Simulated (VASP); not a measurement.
# Ta (Im-3m) in VASP: single point with PBE

Aim: the single point of Ta with PBE.

Everything below comes from runs of VASP 6.6.1. Logs are shortened: lines on timing, memory, paths and dates and some standing lists are left out, and cuts for length are marked.

**1. The cell of the first run**

The structure is cubic, space group Im-3m (No. 229). Conventional cell: a = 3.319 Å, b = 3.319 Å, c = 3.319 Å, α = 90.00°, β = 90.00°, γ = 90.00°. Ta (site symmetry m-3m) has 14 Ta at 2.87 to 3.32 Å within 3.8 Å.

**2. Single point, PBE**

INCAR reads:

```
PREC = Accurate
ENCUT = 500
EDIFF = 1E-6
ISMEAR = 0
SIGMA = 0.1
LREAL = False
LASPH = True
NELM = 120
ALGO = Normal
ISIF = 2
LWAVE = False
LCHARG = False
GGA = PE
NBANDS = 12
GGA_COMPAT = False
```

KPOINTS reads:

```
Automatic mesh
0
Gamma
  18 18 18
```

POSCAR reads:

```
Ta
1.0
   -1.6594766945      1.6594766945      1.6594766945
    1.6594766945     -1.6594766945      1.6594766945
    1.6594766945      1.6594766945     -1.6594766945
Ta
1
Direct
    0.0000000000      0.0000000000      0.0000000000
```

Potentials or basis: VASP PAW PBE potentials, release 64 (Ta_pv).

The run is started by

```
cat potpaw_PBE.64/Ta_pv/POTCAR > POTCAR
mpirun -np 1 vasp_std > vasp.out
```

OUTCAR:

```text
PREC = Accurate
   ENCUT = 500
   EDIFF = 1E-6
   ISMEAR = 0
   LREAL = False
   LASPH = True
   NELM = 120
   ISIF = 2
   GGA = PE

 ion  position               nearest neighbor table
   1  0.000  0.000  0.000-

  LATTYP: Found a body centered cubic cell.
 ALAT       =     3.3189533890

  Lattice vectors:

 A1 = (  -1.6594766945,   1.6594766945,   1.6594766945)
 A2 = (   1.6594766945,  -1.6594766945,   1.6594766945)
 A3 = (   1.6594766945,   1.6594766945,  -1.6594766945)

Analysis of symmetry for initial positions (statically):
=====================================================================
 Subroutine PRICEL returns:
 Original cell was already a primitive cell.

 Routine SETGRP: Setting up the symmetry group for a
 body centered cubic supercell.

 Subroutine GETGRP returns: Found 48 space group operations
 (whereof 48 operations were pure point group operations)
 out of a pool of 48 trial point group operations.

The static configuration has the point symmetry O_h .

Analysis of symmetry for dynamics (positions and initial velocities):
=====================================================================
 Subroutine PRICEL returns:
 Original cell was already a primitive cell.

 Routine SETGRP: Setting up the symmetry group for a
 body centered cubic supercell.

 Subroutine GETGRP returns: Found 48 space group operations
 (whereof 48 operations were pure point group operations)
 out of a pool of 48 trial point group operations.

The dynamic configuration has the point symmetry O_h .

 Subroutine INISYM returns: Found 48 space group operations
 (whereof 48 operations are pure point group operations),
 and found     1 'primitive' translations

----------------------------------------------------------------------------------------

                                     Primitive cell

  volume of cell :      18.2799

  direct lattice vectors                    reciprocal lattice vectors
    -1.659476694  1.659476694  1.659476694     0.000000000  0.301299802  0.301299802
     1.659476694 -1.659476694  1.659476694     0.301299802  0.000000000  0.301299802
     1.659476694  1.659476694 -1.659476694     0.301299802  0.301299802  0.000000000

  length of vectors
     2.874297949  2.874297949  2.874297949     0.426102267  0.426102267  0.426102267

  position of ions in fractional coordinates (direct lattice)
     0.000000000  0.000000000  0.000000000

  ion indices of the primitive-cell ions
   primitive index   ion index
                 1           1

----------------------------------------------------------------------------------------

 KPOINTS: Automatic mesh

Automatic generation of k-mesh.
 Grid dimensions read from file:
 generate k-points for:   18   18   18

 Generating k-lattice:

  Cartesian coordinates                     Fractional coordinates (reciprocal lattice)
     0.000000000  0.016738878  0.016738878     0.055555556  0.000000000  0.000000000
     0.016738878  0.000000000  0.016738878     0.000000000  0.055555556  0.000000000
     0.016738878  0.016738878  0.000000000     0.000000000  0.000000000  0.055555556

  Length of vectors
     0.023672348  0.023672348  0.023672348

  Shift w.r.t. Gamma in fractional coordinates (k-lattice)
     0.000000000  0.000000000  0.000000000

 Subroutine IBZKPT returns following result:
 ===========================================

 Found    195 irreducible k-points:

 Following reciprocal coordinates:
            Coordinates               Weight
  0.000000  0.000000  0.000000      1.000000
  0.055556  0.000000  0.000000     12.000000
  0.111111  0.000000  0.000000     12.000000
  0.166667  0.000000  0.000000     12.000000
  0.222222  0.000000  0.000000     12.000000
  0.277778  0.000000  0.000000     12.000000
[... 16 lines left out ...]
  0.333333  0.111111  0.000000     48.000000
  0.388889  0.111111  0.000000     48.000000
 [... further k-points ...]
   k-points           NKPTS =    195   k-points in BZ     NKDIM =    195   number of bands    NBANDS=     12
   number of dos      NEDOS =    301   number of ions     NIONS =      1
   total plane-waves  NPLWV =  13824
   dimension x,y,z NGX =    24 NGY =   24 NGZ =   24
   dimension x,y,z NGXF=    48 NGYF=   48 NGZF=   48
   ions per type =               1
   NGX,Y,Z   is equivalent  to a cutoff of  13.88, 13.88, 13.88 a.u.
   NGXF,Y,Z  is equivalent  to a cutoff of  27.76, 27.76, 27.76 a.u.
 SYSTEM =  unknown system
   PREC   = accura    normal or accurate (medium, high low for compatibility)
   ISTART =      0    job   : 0-new  1-cont  2-samecut
   ICHARG =      2    charge: 1-file 2-atom 10-const
   ISPIN  =      1    spin polarized calculation?
   LNONCOLLINEAR =      F non collinear calculations
   LSORBIT =      F    spin-orbit coupling
   LASPH  =      T    aspherical Exc in radial PAW
   ENCUT  =  500.0 eV  36.75 Ry    6.06 a.u.   5.24  5.24  5.24*2*pi/ulx,y,z
   NELM   =    120;   NELMIN=  2; NELMDL= -5     # of ELM steps
   EDIFF  = 0.1E-05   stopping-criterion for ELM
   LREAL  =      F    real-space projection
   EDIFFG = 0.1E-04   stopping-criterion for IOM
   NSW    =      0    number of steps for IOM
   IBRION =     -1    ionic relax: 0-MD 1-quasi-New 2-CG
   NFREE  =      0    steps in history (QN), initial steepest desc. (CG)
   ISIF   =      2    stress and relaxation
   ISYM   =      2    0-nonsym 1-usesym 2-fastsym
   POTIM  = 0.5000    time-step for ionic-motion
   TEBEG  =    0.0;   TEEND  =   0.0 temperature during run
   PSTRESS=    0.0 pullay stress
   NELECT =      11.0000    total number of electrons
   NUPDOWN=      -1.0000    fix difference up-down
   EMIN   =  10.00;   EMAX   =-10.00  energy-range for DOS
   EFERMI =   0.00;   METHOD = LEGACY
   ISMEAR =     0;   SIGMA  =   0.10  broadening in eV -4-tet -1-fermi 0-gaus
   EFERMI_NEDOS =   21; number of points for ismear=-14 and -15
   IALGO  =     38    algorithm
   IMIX   =      4    mixing-type and parameters
     AMIX     =   0.40;   BMIX     =  1.00
     AMIX_MAG =   1.60;   BMIX_MAG =  1.00
  volume/ion in A,a.u.               =      18.28       123.36
  Fermi-wavevector in a.u.,A,eV,Ry     =   1.382127  2.611841 25.990864  1.910275
  Thomas-Fermi vector in A             =   2.506847
   LORBIT       =      0    0 simple, 1 ext, 2 COOP (PROOUT), +10 PAW based schemes
   GGA     = PE    functional components
   LHFCALC =     F    Hartree Fock is set to
   AEXX    =    0.0000 exact exchange contribution
   IVDW    =     0    specifies the selected vdW correction
   LEPSILON=     F    determine dielectric tensor
   LRPA    =     F    only Hartree local field effects (RPA)
 non-spin polarized calculation
 Gauss-broadening in eV      SIGMA  =   0.10
  energy-cutoff  :      500.00
  volume of cell :       18.28
 maximum number of plane-waves:       478
 NGX is ok and might be reduce to    24
   NGX = 11   NGY = 11   NGZ = 11

 number of electron      11.0000001 magnetization

 Free energy of the ion-electron system (eV)
  ---------------------------------------------------
  ext. energy  EPLUGINS =         0.00000000
  ---------------------------------------------------
  free energy    TOTEN  =       -11.81619830 eV

  energy without entropy =      -11.81011119  energy(sigma->0) =      -11.81315475

 E-fermi :   5.3771     XC(G=0): -12.5425

 val. band max:        5.3563781462   @ k =   0.1111   0.1111   0.0000
 cond. band min:       5.3793600217   @ k =   0.3333   0.1667   0.0556
 fundamental gap:      0.0229818755
 Fermi energy:         5.3771222464

 k-point     1 :       0.0000    0.0000    0.0000
  band No.  band energies     occupation
      1     -27.7622      2.00000
      2     -27.7622      2.00000
      3     -27.7622      2.00000
      4      -2.4923      2.00000
      5       6.1021      0.00000
      6       6.1021      0.00000
      7       6.1021      0.00000
      8       9.3229      0.00000
      9       9.3229      0.00000
     10      20.0151      0.00000
     11      20.3079      0.00000
     12      20.3079      0.00000

 k-point     2 :       0.0556    0.0000    0.0000
  band No.  band energies     occupation
      1     -27.7988      2.00000
      2     -27.7735      2.00000
      3     -27.7624      2.00000
      4      -2.3563      2.00000
      5       6.0134      0.00000
      6       6.0772      0.00000
      7       6.2348      0.00000
      8       9.1775      0.00000
      9       9.3231      0.00000
     10      20.0153      0.00000
     11      20.4308      0.00000
     12      20.5467      0.00000

 k-point     3 :       0.1111    0.0000    0.0000
  band No.  band energies     occupation
      1     -27.9032      2.00000
      2     -27.8059      2.00000
      3     -27.7629      2.00000
      4      -1.9622      2.00000
      5       5.7692      0.00000
      6       5.9718      0.00000
      7       6.6288      0.00000
      8       8.8718      0.00000
      9       9.3310      0.00000
     10      20.0147      0.00000
     11      20.7383      0.00000
     12      21.2394      0.00000
[... 286 lines left out ...]
 k-point    23 :       0.3333    0.1111    0.0000
  band No.  band energies     occupation
      1     -28.7344      2.00000
      2     -28.1167      2.00000
      3     -27.8165      2.00000
      4       1.3597      2.00000
      5       4.1165      2.00000
      6       5.4171      0.57170
      7       9.0039      0.00000
      8      10.1547      0.00000
      9      12.1407      0.00000
     10      17.6296      0.00000
     11      18.9841      0.00000
     12      20.0250      0.00000

 k-point    24 :       0.3889    0.1111    0.0000
  band No.  band energies     occupation
      1     -28.8106      2.00000
      2     -28.1545      2.00000
      3     -27.8178      2.00000
      4       1.4390      2.00000
      5       3.9848      2.00000
      6       5.9834      0.00000
      7       9.0688      0.00000
      8      10.3358      0.00000
      9      13.1220      0.00000
     10      16.6492      0.00000
     11      18.2630      0.00000
     12      20.0223      0.00000

 [... further k-points ...]
[... 5 lines left out ...]
  --------------------------------------------------------------------------------------
  -------------------------------------------------------------------------------------
  Total        0.0071612      0.0071612      0.0071612     -0.0000000     -0.0000000      0.0000000
  in kB        0.6276541      0.6276541      0.6276541     -0.0000000     -0.0000000      0.0000000
  external PRESSURE =       0.6276541 kB  Pullay stress =       0.0000000 kB

 VOLUME and BASIS-vectors are now :
 -----------------------------------------------------------------------------
  energy-cutoff  :      500.00
  volume of cell :       18.28
      direct lattice vectors                 reciprocal lattice vectors
    -1.659476694  1.659476694  1.659476694     0.000000000  0.301299802  0.301299802
     1.659476694 -1.659476694  1.659476694     0.301299802  0.000000000  0.301299802
     1.659476694  1.659476694 -1.659476694     0.301299802  0.301299802  0.000000000

 POSITION                                       TOTAL-FORCE (eV/Angst)
 -----------------------------------------------------------------------------------
      0.00000      0.00000      0.00000        -0.000000     -0.000000      0.000000
 -----------------------------------------------------------------------------------
    total drift:                               -0.000000      0.000000     -0.000000

  FREE ENERGIE OF THE ION-ELECTRON SYSTEM (eV)
  ---------------------------------------------------
  free  energy   TOTEN  =       -11.8161983001 eV

  energy  without entropy=      -11.8101111923  energy(sigma->0) =      -11.81315475
```

It took 16 s on 1 thread of Intel Xeon Platinum 8375C at 2.90GHz (Ice Lake), shared host; peak memory 0.17 GiB.

Results:

- Free energy: -11.8162 eV
- Pressure: 0.1 GPa

Caveat: spin-orbit coupling is left out, which moves the levels of the heavy elements.
